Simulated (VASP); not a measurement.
# AgO (F-43m) in VASP: a series of runs, part 2 of 3

VASP 6.6.1. Earlier steps stand in the parts before.

## 4. Vibrations by perturbation theory, PBEsol

This run uses another cell than the first one, of 14.95 Å³/atom.

Input file INCAR:

```
SYSTEM = AgO
ALGO     = Normal         ! electronic algorithm
EDIFF    = 1E-8           ! SCF threshold, eV
ENCUT    = 520            ! plane-wave cutoff, eV
GGA      = PS             ! functional
IBRION   = 8              ! ionic algorithm
ISIF     = 2              ! what is computed and relaxed
ISMEAR   = -1             ! smearing method
LASPH    = .True.         ! aspherical terms in the spheres
LCHARG   = .True.         ! write CHGCAR
LREAL    = .False.        ! projectors in reciprocal space
LWAVE    = .False.        ! write WAVECAR
NELM     = 60             ! most SCF steps
NSW      = 1              ! ionic steps
PREC     = Accurate       ! precision mode
SIGMA    = 0.15           ! smearing width, eV
```

Input file KPOINTS:

```
k-points
0
Gamma
  14 14 14
  0 0 0
```

Input file POSCAR:

```
AgO
1.0
    0.0000000000      2.4632452799      2.4632452799
    2.4632452799      0.0000000000      2.4632452799
    2.4632452799      2.4632452799      0.0000000000
Ag O
1 1
Direct
    0.0000000000      0.0000000000      0.0000000000
    0.7500000000      0.7500000000      0.7500000000
```

Potentials or basis: VASP PAW PBE potentials, release 64 (Ag, O).

Command:

```
> cat potpaw_PBE.64/Ag/POTCAR potpaw_PBE.64/O/POTCAR > POTCAR
> mpirun -np 1 vasp_std > vasp.out
```

OUTCAR:

```text
SYSTEM = AgO
   EDIFF = 1E-8
   ENCUT = 520
   GGA = PS
   IBRION = 8
   ISIF = 2
   ISMEAR = -1
   LASPH = .True.
   LREAL = .False.
   NELM = 60
   NSW = 1
   PREC = Accurate

 ion  position               nearest neighbor table
   1  0.000  0.000  0.000-   2 2.13   2 2.13   2 2.13   2 2.13
   2  0.750  0.750  0.750-   1 2.13   1 2.13   1 2.13   1 2.13

  LATTYP: Found a face centered cubic cell.
 ALAT       =     4.9264905598

  Lattice vectors:

 A1 = (   0.0000000000,   2.4632452799,   2.4632452799)
 A2 = (   2.4632452799,   0.0000000000,   2.4632452799)
 A3 = (   2.4632452799,   2.4632452799,   0.0000000000)

Analysis of symmetry for initial positions (statically):
=====================================================================
 Subroutine PRICEL returns:
 Original cell was already a primitive cell.

 Routine SETGRP: Setting up the symmetry group for a
 face centered cubic supercell.

 Subroutine GETGRP returns: Found 24 space group operations
 (whereof 24 operations were pure point group operations)
 out of a pool of 48 trial point group operations.

The static configuration has the point symmetry T_d .

Analysis of symmetry for dynamics (positions and initial velocities):
=====================================================================
 Subroutine PRICEL returns:
 Original cell was already a primitive cell.

 Routine SETGRP: Setting up the symmetry group for a
 face centered cubic supercell.

 Subroutine GETGRP returns: Found 24 space group operations
 (whereof 24 operations were pure point group operations)
 out of a pool of 48 trial point group operations.

The dynamic configuration has the point symmetry T_d .

 Subroutine INISYM returns: Found 24 space group operations
 (whereof 24 operations are pure point group operations),
 and found     1 'primitive' translations

----------------------------------------------------------------------------------------

                                     Primitive cell

  volume of cell :      29.8919

  direct lattice vectors                    reciprocal lattice vectors
     0.000000000  2.463245280  2.463245280    -0.202984252  0.202984252  0.202984252
     2.463245280  0.000000000  2.463245280     0.202984252 -0.202984252  0.202984252
     2.463245280  2.463245280  0.000000000     0.202984252  0.202984252 -0.202984252

  length of vectors
     3.483554882  3.483554882  3.483554882     0.351579037  0.351579037  0.351579037

  position of ions in fractional coordinates (direct lattice)
     0.000000000  0.000000000  0.000000000
     0.750000000  0.750000000  0.750000000

  ion indices of the primitive-cell ions
   primitive index   ion index
[... 138 lines left out ...]
      6       0.8894      2.00000
      7       4.2200      0.34402
      8       4.7823      0.00974
      9       4.7823      0.00974
     10       4.7823      0.00974
     11      17.6665      0.00000
     12      17.6665      0.00000
[... 331 lines left out ...]
 k-point    24 :       0.2857    0.1429    0.0000
  band No.  band energies     occupation
      1     -13.7440      2.00000
      2      -1.7177      2.00000
      3      -1.2592      2.00000
      4      -1.2494      2.00000
      5       0.7068      2.00000
      6       1.0061      2.00000
      7       3.1717      1.99116
      8       4.0941      0.64944
      9       4.1994      0.38492
     10       6.8068      0.00000
     11      14.3756      0.00000
     12      16.8913      0.00000

 [... further k-points ...]

------------------------ aborting loop because EDIFF is reached ----------------------------------------

  FORCE on cell =-STRESS in cart. coord.  units (eV):
  Direction    XX          YY          ZZ          XY          YZ          ZX
  --------------------------------------------------------------------------------------
  -------------------------------------------------------------------------------------
  Total        0.3409379      0.3409379      0.3409379      0.0000000      0.0000000      0.0000000
  in kB       18.2739713     18.2739713     18.2739713      0.0000000      0.0000000      0.0000000
  external PRESSURE =      18.2739713 kB  Pullay stress =       0.0000000 kB

 VOLUME and BASIS-vectors are now :
 -----------------------------------------------------------------------------
  energy-cutoff  :      520.00
  volume of cell :       29.89
      direct lattice vectors                 reciprocal lattice vectors
     0.000000000  2.463245280  2.463245280    -0.202984252  0.202984252  0.202984252
     2.463245280  0.000000000  2.463245280     0.202984252 -0.202984252  0.202984252
     2.463245280  2.463245280  0.000000000     0.202984252  0.202984252 -0.202984252

 POSITION                                       TOTAL-FORCE (eV/Angst)
 -----------------------------------------------------------------------------------
      0.00000      0.00000      0.00000         0.000000      0.000000      0.000000
      3.69487      3.69487      3.69487        -0.000000     -0.000000     -0.000000
 -----------------------------------------------------------------------------------
    total drift:                               -0.000000     -0.000000     -0.000000

  FREE ENERGIE OF THE ION-ELECTRON SYSTEM (eV)
  ---------------------------------------------------
  free  energy   TOTEN  =        -8.1567008787 eV

  energy  without entropy=       -8.0052824223  energy(sigma->0) =       -8.08099165

[... ionic steps 2 to 3 ...]

--------------------------------------- Ionic step        4  -------------------------------------------

------------------------ aborting loop because EDIFF is reached ----------------------------------------

[... ionic steps 5 to 6 ...]

--------------------------------------- Ionic step        7  -------------------------------------------

 Free energy of the ion-electron system (eV)
  ---------------------------------------------------
  ---------------------------------------------------
  free energy    TOTEN  =        -0.35894260 eV

  energy without entropy =       -0.35894260

------------------------ aborting loop because EDIFF is reached ----------------------------------------

 INTERNAL STRAIN TENSOR  FOR ION    2  DIRECTION 1   (eV/Angst):
 -----------------------------------------------------------------------------
    -0.00440  0.00000  0.00000
     0.00000  0.00693  5.50632
    -0.00000  5.50632  0.00693

 INTERNAL STRAIN TENSOR FOR ION    2 for displacements in x,y,z  (eV/Angst):
          X           Y           Z          XY          YZ          ZX
  --------------------------------------------------------------------------------
  x    -0.00000     0.00000     0.00000     0.00000     5.50632     0.00000
  y     0.00000    -0.00000     0.00000     0.00000     0.00000     5.50632
  z     0.00000     0.00000    -0.00000     5.50632     0.00000    -0.00000

 SECOND DERIVATIVES (NOT SYMMETRIZED)
 ------------------------------------
               1X          1Y          1Z          2X          2Y          2Z
  1X    -3.135619    0.000000    0.000000    3.135619    0.000000    0.000000
  1Y     0.000000   -3.135619    0.000000    0.000000    3.135619    0.000000
  1Z     0.000000    0.000000   -3.135619    0.000000    0.000000    3.135619
  2X     3.138516    0.000000    0.000000   -3.138516    0.000000    0.000000
  2Y     0.000000    3.138516    0.000000    0.000000   -3.138516    0.000000
  2Z     0.000000    0.000000    3.138516    0.000000    0.000000   -3.138516

 Eigenvectors and eigenvalues of the dynamical matrix
 ----------------------------------------------------

   1 f  =    7.419255 THz    46.616552 2PiTHz  247.479697 cm-1    30.683558 meV
             X         Y         Z           dx          dy          dz
      0.000000  0.000000  0.000000     0.254033    0.254033   -0.000000
      3.694868  3.694868  3.694868    -0.659899   -0.659899   -0.000000
[... 21 lines left out ...]
   6 f/i=    0.001149 THz     0.007218 2PiTHz    0.038320 cm-1     0.004751 meV
             X         Y         Z           dx          dy          dz
      0.000000  0.000000  0.000000     0.252088    0.892537   -0.103746
      3.694868  3.694868  3.694868     0.097043    0.343589   -0.039938

--------------------------------------------------------------------------------------------------------

 ELASTIC MODULI CONTR FROM IONIC RELAXATION (kBar)
 Direction    XX          YY          ZZ          XY          YZ          ZX
 --------------------------------------------------------------------------------
 XX          -0.0000      0.0000     -0.0000     -0.0000      0.0000      0.0000
 YY           0.0000     -0.0000      0.0000     -0.0000     -0.0000      0.0000
 ZZ          -0.0000      0.0000     -0.0000      0.0000      0.0000      0.0000
 XY          -0.0000     -0.0000      0.0000   -513.9294      0.0000      0.0000
 YZ           0.0000     -0.0000      0.0000      0.0000   -513.9294     -0.0000
 ZX           0.0000      0.0000      0.0000      0.0000     -0.0000   -513.9294
 --------------------------------------------------------------------------------
```

Wall time 6.9 min (1 thread of Intel Xeon 6975P-C (Granite Rapids), shared host); peak memory 0.45 GiB.

What came out:

```
Highest phonon frequency at Γ, LO-TO splitting left out : 247 cm⁻¹
```

Phonon frequencies in cm⁻¹ (negative: imaginary):
```csv
q point,frequencies
"(0.000, 0.000, 0.000)",0 0 0 247 247 247
```

Caveat: the cell stands under pressure or tension, which shifts response properties; the PAW data sets were made with another functional, which shifts forces and pressure a little.

## 5. Vibrations by perturbation theory, PBEsol

This run uses another cell than the first one, of 15.22 Å³/atom.

Input file INCAR:

```
SYSTEM = AgO
PREC = Accurate ; ENCUT = 520
EDIFF = 1E-8 ; ISMEAR = -1
SIGMA = 0.15 ; LREAL = .FALSE.
LASPH = .TRUE. ; NELM = 80
ALGO = Normal ; ISIF = 2
LWAVE = .FALSE. ; LCHARG = .FALSE.
GGA = PS ; NBANDS = 16
IBRION = 8 ; NSW = 1
```

Input file KPOINTS:

```
regular mesh
0
G
  14 14 14
  0 0 0
```

Input file POSCAR:

```
AgO
1.0
    0.0000000000      2.4780493031      2.4780493031
    2.4780493031      0.0000000000      2.4780493031
    2.4780493031      2.4780493031      0.0000000000
Ag O
1 1
Direct
    0.0000000000      0.0000000000      0.0000000000
    0.7500000000      0.7500000000      0.7500000000
```

Potentials or basis: VASP PAW PBE potentials, release 64 (Ag, O).

Command:

```
> cat potpaw_PBE.64/Ag/POTCAR potpaw_PBE.64/O/POTCAR > POTCAR
> mpirun -np 1 vasp_std > vasp.out
```

OUTCAR:

```text
SYSTEM = AgO
   PREC = Accurate
   ENCUT = 520
   EDIFF = 1E-8
   ISMEAR = -1
   LREAL = .FALSE.
   LASPH = .TRUE.
   NELM = 80
   ISIF = 2
   GGA = PS
   IBRION = 8
   NSW = 1

 ion  position               nearest neighbor table
   1  0.000  0.000  0.000-   2 2.15   2 2.15   2 2.15   2 2.15
   2  0.750  0.750  0.750-   1 2.15   1 2.15   1 2.15   1 2.15

  LATTYP: Found a face centered cubic cell.
 ALAT       =     4.9560986062

  Lattice vectors:

 A1 = (   0.0000000000,   2.4780493031,   2.4780493031)
 A2 = (   2.4780493031,   0.0000000000,   2.4780493031)
 A3 = (   2.4780493031,   2.4780493031,   0.0000000000)

Analysis of symmetry for initial positions (statically):
=====================================================================
 Subroutine PRICEL returns:
 Original cell was already a primitive cell.

 Routine SETGRP: Setting up the symmetry group for a
 face centered cubic supercell.
[... 684 lines left out ...]

 INTERNAL STRAIN TENSOR  FOR ION    2  DIRECTION 1   (eV/Angst):
 -----------------------------------------------------------------------------
    -0.00426  0.00000 -0.00000
     0.00000  0.00678  4.76916
     0.00000  4.76916  0.00678

 INTERNAL STRAIN TENSOR FOR ION    2 for displacements in x,y,z  (eV/Angst):
          X           Y           Z          XY          YZ          ZX
  --------------------------------------------------------------------------------
  x    -0.00000     0.00000     0.00000     0.00000     4.76916    -0.00000
  y     0.00000    -0.00000     0.00000    -0.00000     0.00000     4.76916
  z     0.00000     0.00000    -0.00000     4.76916    -0.00000     0.00000

 SECOND DERIVATIVES (NOT SYMMETRIZED)
 ------------------------------------
               1X          1Y          1Z          2X          2Y          2Z
  1X    -2.791276    0.000000    0.000000    2.791276    0.000000    0.000000
  1Y     0.000000   -2.791276    0.000000    0.000000    2.791276    0.000000
  1Z     0.000000    0.000000   -2.791276    0.000000    0.000000    2.791276
  2X     2.818939    0.000000    0.000000   -2.818939    0.000000    0.000000
  2Y     0.000000    2.818939    0.000000    0.000000   -2.818939    0.000000
  2Z     0.000000    0.000000    2.818939    0.000000    0.000000   -2.818939

 Eigenvectors and eigenvalues of the dynamical matrix
 ----------------------------------------------------

   1 f  =    7.027356 THz    44.154182 2PiTHz  234.407374 cm-1    29.062797 meV
             X         Y         Z           dx          dy          dz
      0.000000  0.000000  0.000000     0.357864    0.000000    0.000000
      3.717074  3.717074  3.717074    -0.933774    0.000000    0.000000
[... 21 lines left out ...]
   6 f/i=    0.011579 THz     0.072754 2PiTHz    0.386240 cm-1     0.047888 meV
             X         Y         Z           dx          dy          dz
      0.000000  0.000000  0.000000     0.590382   -0.019532    0.723188
      3.717074  3.717074  3.717074     0.226261   -0.007485    0.277158

--------------------------------------------------------------------------------------------------------

 ELASTIC MODULI CONTR FROM IONIC RELAXATION (kBar)
 Direction    XX          YY          ZZ          XY          YZ          ZX
 --------------------------------------------------------------------------------
 XX          -0.0000      0.0000      0.0000      0.0000      0.0000     -0.0000
 YY           0.0000     -0.0000      0.0000     -0.0000      0.0000      0.0000
 ZZ           0.0000      0.0000     -0.0000      0.0000     -0.0000      0.0000
 XY           0.0000     -0.0000      0.0000   -424.1328      0.0000      0.0000
 YZ           0.0000      0.0000     -0.0000      0.0000   -424.1328      0.0000
 ZX          -0.0000      0.0000      0.0000      0.0000      0.0000   -424.1328
 --------------------------------------------------------------------------------
```

stdout:

```text
POSCAR found type information on POSCAR AgO
 POSCAR found :  2 types and       2 ions
 scaLAPACK will be used
 -----------------------------------------------------------------------------
|                                                                             |
|                                                                             |
|     You enforced a specific xc type in the INCAR file but a different       |
|     I HOPE YOU KNOW WHAT YOU ARE DOING!                                     |
|                                                                             |
 -----------------------------------------------------------------------------

 LDA part: xc-table for (Slater+PW92), standard interpolation
 POSCAR, INCAR and KPOINTS ok, starting setup
 FFT: planning ... GRIDC
 FFT: planning ... GRID_SOFT
 FFT: planning ... GRID
 WAVECAR not read
 entering main loop
 Linear response reoptimize wavefunctions to high precision
 Linear response DOF=           2
 Linear response progress:
 first order change of Fermi-energy  -0.11225E-03
 force on displaced ion       1 direction 1 :  -2.791   0.000   0.000
 Linear response progress:
 first order change of Fermi-energy   0.22892E-03
 force on displaced ion       2 direction 1 :  -2.819   0.000   0.000
 Linear response finished
```

It took 9.7 min on 1 thread of Intel Xeon 6975P-C (Granite Rapids), shared host; peak memory 0.54 GiB.

Results:

- Highest phonon frequency at Γ, LO-TO splitting left out: 234 cm⁻¹

Phonon frequencies in cm⁻¹ (negative: imaginary):
```csv
q point,frequencies
"(0.000, 0.000, 0.000)",0 0 0 234 234 234
```

Caveat: the PAW data sets were made with another functional, which shifts forces and pressure a little.

(Part 2 of 3 ends here.)
